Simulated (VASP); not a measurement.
# CsI (Pm-3m) in VASP: further runs, part 2 of 2

VASP 6.6.1. Earlier steps stand in the parts before.

## Step 3: Single point, PBE

Input file INCAR:

```
PREC     = Accurate       # precision mode
ENCUT    = 500            # plane-wave cutoff, eV
EDIFF    = 1E-6           # SCF threshold, eV
ISMEAR   = 1              # smearing method
SIGMA    = 0.5            # smearing width, eV
LREAL    = F              # projectors in reciprocal space
LASPH    = T              # aspherical terms in the spheres
NELM     = 120            # most SCF steps
ALGO     = Normal         # electronic algorithm
ISIF     = 2              # what is computed and relaxed
LWAVE    = F              # write WAVECAR
LCHARG   = F              # write CHGCAR
GGA      = PE             # functional
NBANDS   = 15             # bands
GGA_COMPAT= F
```

Input file KPOINTS:

```
Automatic mesh
0
Gamma
  4 4 4
```

Input file POSCAR:

```
CsI
1.0
    4.6081405142      0.0000000000      0.0000000000
    0.0000000000      4.6081405142      0.0000000000
    0.0000000000      0.0000000000      4.6081405142
Cs I
1 1
Direct
    0.0000000000      0.0000000000      0.0000000000
    0.5000000000      0.5000000000      0.5000000000
```

Potentials or basis: VASP PAW PBE potentials, release 64 (Cs_sv, I).

The run is started by

```sh
$ cat potpaw_PBE.64/Cs_sv/POTCAR potpaw_PBE.64/I/POTCAR > POTCAR
$ mpirun -np 1 vasp_std > vasp.out
```

OUTCAR:

```text
PREC = Accurate
   ENCUT = 500
   EDIFF = 1E-6
   ISMEAR = 1
   LREAL = F
   LASPH = T
   NELM = 120
   ISIF = 2
   GGA = PE

 ion  position               nearest neighbor table
   1  0.000  0.000  0.000-
   2  0.500  0.500  0.500-

  LATTYP: Found a simple cubic cell.
 ALAT       =     4.6081405142

  Lattice vectors:

 A1 = (   4.6081405142,   0.0000000000,   0.0000000000)
 A2 = (   0.0000000000,   4.6081405142,   0.0000000000)
 A3 = (   0.0000000000,   0.0000000000,   4.6081405142)

Analysis of symmetry for initial positions (statically):
=====================================================================
 Subroutine PRICEL returns:
 Original cell was already a primitive cell.

 Routine SETGRP: Setting up the symmetry group for a
 simple cubic supercell.

 Subroutine GETGRP returns: Found 48 space group operations
 (whereof 48 operations were pure point group operations)
 out of a pool of 48 trial point group operations.

The static configuration has the point symmetry O_h .

Analysis of symmetry for dynamics (positions and initial velocities):
[... 157 lines left out ...]
      4      -6.4715      2.00000
      5      -6.4715      2.00000
      6       0.5580      1.87867
      7       0.5580      1.87867
      8       0.5580      1.87867
      9       4.4429     -0.00000
     10       4.8747     -0.00000
     11       4.8747     -0.00000
     12       8.3582     -0.00000
     13       8.3582     -0.00000
     14       8.3582     -0.00000
[... 149 lines left out ...]
      2      -9.7130      2.00000
      3      -6.7047      2.00000
      4      -6.7047      2.00000
      5      -6.7047      2.00000
      6      -0.5922      2.00025
      7      -0.5922      2.00025
      8      -0.5922      2.00025
      9       7.7433     -0.00000
     10       7.7433     -0.00000
     11       7.7433     -0.00000
     12       8.3894     -0.00000
     13       8.3894     -0.00000
     14       8.3894     -0.00000
     15      10.3103     -0.00000

------------------------ aborting loop because EDIFF is reached ----------------------------------------

  FORCE on cell =-STRESS in cart. coord.  units (eV):
  Direction    XX          YY          ZZ          XY          YZ          ZX
  --------------------------------------------------------------------------------------
  -------------------------------------------------------------------------------------
  Total        0.2437285      0.2437285      0.2437285     -0.0000000      0.0000000     -0.0000000
  in kB        3.9906150      3.9906150      3.9906150     -0.0000000      0.0000000     -0.0000000
  external PRESSURE =       3.9906150 kB  Pullay stress =       0.0000000 kB

 VOLUME and BASIS-vectors are now :
 -----------------------------------------------------------------------------
  energy-cutoff  :      500.00
  volume of cell :       97.85
      direct lattice vectors                 reciprocal lattice vectors
     4.608140514  0.000000000  0.000000000     0.217007272  0.000000000  0.000000000
     0.000000000  4.608140514  0.000000000     0.000000000  0.217007272  0.000000000
     0.000000000  0.000000000  4.608140514     0.000000000  0.000000000  0.217007272

 POSITION                                       TOTAL-FORCE (eV/Angst)
 -----------------------------------------------------------------------------------
      0.00000      0.00000      0.00000         0.000000      0.000000      0.000000
      2.30407      2.30407      2.30407         0.000000      0.000000      0.000000
 -----------------------------------------------------------------------------------
    total drift:                               -0.000000      0.000000      0.000000

  FREE ENERGIE OF THE ION-ELECTRON SYSTEM (eV)
  ---------------------------------------------------
  free  energy   TOTEN  =        -5.4072276524 eV

  energy  without entropy=       -5.4603456052  energy(sigma->0) =       -5.42493364
```

OSZICAR:

```text
N       E                     dE             d eps       ncg     rms          rms(c)
DAV:   1     0.823670894314E+02    0.82367E+02   -0.58074E+03   300   0.835E+02
DAV:   2     0.182024271820E+01   -0.80547E+02   -0.73123E+02   406   0.142E+02
DAV:   3    -0.544424834394E+01   -0.72645E+01   -0.72327E+01   384   0.455E+01
DAV:   4    -0.554800918053E+01   -0.10376E+00   -0.10375E+00   409   0.651E+00
DAV:   5    -0.554934502876E+01   -0.13358E-02   -0.13358E-02   405   0.728E-01    0.157E+00
DAV:   6    -0.542862870685E+01    0.12072E+00   -0.94379E-02   370   0.152E+00    0.109E+00
DAV:   7    -0.540338468787E+01    0.25244E-01   -0.99933E-02   377   0.152E+00    0.606E-01
DAV:   8    -0.540747183130E+01   -0.40871E-02   -0.13269E-02   321   0.617E-01    0.130E-01
DAV:   9    -0.540714292731E+01    0.32890E-03   -0.56146E-04   384   0.123E-01    0.556E-02
DAV:  10    -0.540723153097E+01   -0.88604E-04   -0.29308E-04   314   0.909E-02    0.344E-02
DAV:  11    -0.540722679922E+01    0.47318E-05   -0.95991E-06   384   0.154E-02    0.164E-02
DAV:  12    -0.540722827607E+01   -0.14769E-05   -0.21697E-06   348   0.997E-03    0.698E-03
DAV:  13    -0.540722765240E+01    0.62368E-06   -0.12514E-06   291   0.581E-03
   1 F= -.54072277E+01 E0= -.54249336E+01  d E =0.531180E-01
```

stdout:

```text
POSCAR found type information on POSCAR CsI
 POSCAR found :  2 types and       2 ions
 scaLAPACK will be used
 LDA part: xc-table for (Slater+PW92), standard interpolation
 POSCAR, INCAR and KPOINTS ok, starting setup
 FFT: planning ... GRIDC
 FFT: planning ... GRID_SOFT
 FFT: planning ... GRID
 WAVECAR not read
 entering main loop
```

Wall time 9.6 s (1 thread of Intel Xeon Platinum 8375C at 2.90GHz (Ice Lake), shared host); peak memory 0.2 GiB.

What came out:

```
Free energy            : -5.4072 eV
Pressure               : 0.4 GPa
Band gap on the k mesh : 3.79 eV, indirect (least direct gap 3.88 eV)
```

Caveat: spin-orbit coupling is left out, which moves the levels of the heavy elements. A k mesh can miss the band edges.

## Step 4: Single point, PBE

Input file INCAR:

```
PREC     = Accurate       # precision mode
ENCUT    = 500            # plane-wave cutoff, eV
EDIFF    = 1E-6           # SCF threshold, eV
ISMEAR   = -5             # smearing method
SIGMA    = 0.1            # smearing width, eV
LREAL    = False          # projectors in reciprocal space
LASPH    = True           # aspherical terms in the spheres
NELM     = 120            # most SCF steps
ALGO     = Normal         # electronic algorithm
ISIF     = 2              # what is computed and relaxed
LWAVE    = False          # write WAVECAR
LCHARG   = True           # write CHGCAR
GGA      = PE             # functional
LELF     = True           # ELF
LVHAR    = True         
NBANDS   = 15             # bands
GGA_COMPAT= False
```

KPOINTS is that of step 3.

POSCAR is that of step 3.

The run is started by

```sh
$ cat potpaw_PBE.64/Cs_sv/POTCAR potpaw_PBE.64/I/POTCAR > POTCAR
$ mpirun -np 1 vasp_std > vasp.out
```

It took 10 s on 1 thread of Intel Xeon Platinum 8375C at 2.90GHz (Ice Lake), shared host; peak memory 0.2 GiB.

It converged, with:

- Free energy: -5.4350 eV
- Pressure: 0.5 GPa
- Band gap on the k mesh: 3.79 eV, indirect (least direct gap 3.88 eV)

Levels at points of the mesh, in eV from the valence-band top:
| k point | band 6 | band 7 | band 8 | band 9 | band 10 | band 11 |
| --- | --- | --- | --- | --- | --- | --- |
| (0.00, 0.00, 0.00) | -0.09 | -0.09 | -0.09 | 3.79 | 4.22 | 4.22 |
| (0.50, 0.00, 0.00) | -1.50 | -0.23 | -0.23 | 5.20 | 6.37 | 6.61 |
| (0.50, 0.50, 0.00) | -0.84 | -0.84 | 0.00 | 4.24 | 4.91 | 6.09 |
| (0.50, 0.50, 0.50) | -1.24 | -1.24 | -1.24 | 7.09 | 7.09 | 7.09 |

Caveat: spin-orbit coupling is left out, which moves the levels of the heavy elements. A k mesh can miss the band edges.

## Step 5: Summary

| smearing | gap on the mesh (eV) | pressure (GPa) |
| --- | --- | --- |
| methfessel-paxton 0.001 eV | 3.79 | 0.5 |
| methfessel-paxton 0.5 eV | 3.79 | 0.4 |
| tetrahedron | 3.79 | 0.5 |

Alike in all rows: task single point; level PBE; potentials or basis VASP PAW PBE potentials, release 64 (Cs_sv, I); no spin polarisation; cell as given; k mesh 4 × 4 × 4; cutoff (eV) 500.

On the cell as given the gap runs from 3.79 eV (PBE) to 3.79 eV (PBE).

Caveats: spin-orbit coupling is left out, which moves the levels of the heavy elements.

Absolute energies hang on the potentials; compare differences alone.
